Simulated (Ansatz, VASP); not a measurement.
Sb: VASP beside Ansatz

INCAR

```
PREC = Accurate ; ENCUT = 520
EDIFF = 1E-6 ; ISMEAR = -1
SIGMA = 0.05 ; LREAL = F
LASPH = T ; NELM = 80
ALGO = Normal ; ISIF = 2
LWAVE = F ; LCHARG = T
GGA = PS ; LELF = T
LVHAR = T ; NBANDS = 12
```

KPOINTS

```
Automatic mesh
0
Gamma
  9 9 9
```

Contents of POSCAR:

```
Sb
1.0
    2.0758155868      1.1532306756      3.6931162498
   -2.2253850772      1.2177486856      3.7576342598
   -0.0189105096     -2.5394593611      3.7812494904
Sb
2
Direct
    0.2336400000      0.2336400000      0.2336400000
    0.7663600000      0.7663600000      0.7663600000
```

Input for Ansatz:

```yaml
crystal:
  lattice:
    - [2.0758155868, 1.1532306756, 3.6931162498]
    - [-2.2253850772, 1.2177486856, 3.7576342598]
    - [-0.0189105096, -2.5394593611, 3.7812494904]
  atoms:
    - { symbol: Sb, position: [0.23364, 0.23364, 0.23364] }
    - { symbol: Sb, position: [0.76636, 0.76636, 0.76636] }
kpoints:
  mp_grid: { grid: [9, 9, 9] }
  band_path:
    path:
      - [0.0, 0.0, 0.0]
      - [0.0, 0.0, -0.5]
      - [0.5, 0.5, 0.5]
      - [0.0, 0.0, 0.0]
      - [0.0, -0.5, 0.0]
      - [0.5, 0.0, 0.0]
      - [0.0, 0.0, 0.0]
      - [0.5, 0.0, 0.5]
      - [0.0, -0.5, -0.5]
    npoints: 5
scf:
  occupations: { method: fermi_dirac, width: 0.05 }
hamiltonian:
  xc: pbesol
  pseudopotentials: { kind: all_electron, lapw: { basis_error: 0.0005 } }
output:
  forces: true
  stress: true
  eigenvalues: true
```

Change from the starting cell: equal xy, yz and zx shear strains of -3 %.

Alike in both runs: task single point; functional PBEsol; k mesh 9 × 9 × 9; occupations fermi-dirac, width 0.05 eV; no spin polarisation.

|  | VASP | Ansatz |
| --- | --- | --- |
| version | VASP 6.6.1 | Ansatz 0.2.0 |
| potentials or method | VASP PAW PBE potentials, release 64 (Sb), cutoff 520 eV | all-electron LAPW, scalar-relativistic |

Ansatz gave:

```
pressure (GPa)                                                : 0.5
traceless stress, the component that is largest in VASP (GPa) : 1.84
rms of the force components (eV/Å)                            : 0.130
```

Which values does VASP return?

Pressure (GPa): 0.7; traceless stress, the component that is largest in VASP (GPa): 1.85; rms of the force components (eV/Å): 0.155.

VASP's potentials were made for PBE, not for PBEsol. Atom by atom the forces differ by 0.033 eV/Å (rms over components). Ansatz ran all-electron here, and VASP with PAW potentials.

Spin-orbit coupling is off throughout.
